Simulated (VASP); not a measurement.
Crystal: PbS.

```
Pb S
1.0
     3.62914    0.00000    0.00000
     0.00000    3.62914    0.00000
     0.00000    0.00000    3.62914
Pb S
1 1
Cartesian
  0.0000 0.0000 0.0000
  1.8146 1.8146 1.8146
```

Base run:

- Program: VASP 6.6.1
- Functional: PBE
- Potentials or basis: VASP PAW PBE potentials, release 64 (Pb_d, S)
- Cutoff: 500 eV
- k mesh: 7 × 7 × 7
- Occupations: fermi-dirac, width 0.05 eV
- Spin: no spin polarisation

Its results: band gap on the k mesh 0.07 eV, indirect (least direct gap 1.48 eV); pressure 1.0 GPa.

Question: After a change of settings the same cell gave: band gap on the k mesh zero (band 10 reaches 5.99 eV, above the bottom of band 11 at 5.96 eV); pressure -4.4 GPa. Which change was it?
A. functional from PBE to PBEsol; cutoff from 500 eV to 520 eV
B. functional from PBE to LDA; potentials or basis from VASP PAW PBE potentials, release 64 (Pb_d, S) to VASP PAW LDA potentials, release 64 (Pb_d, S); cutoff from 500 eV to 520 eV
C. functional from PBE to r2SCAN; cutoff from 500 eV to 550 eV

Answer: B.

Caveats: spin-orbit coupling is left out, which moves the levels of the heavy elements.
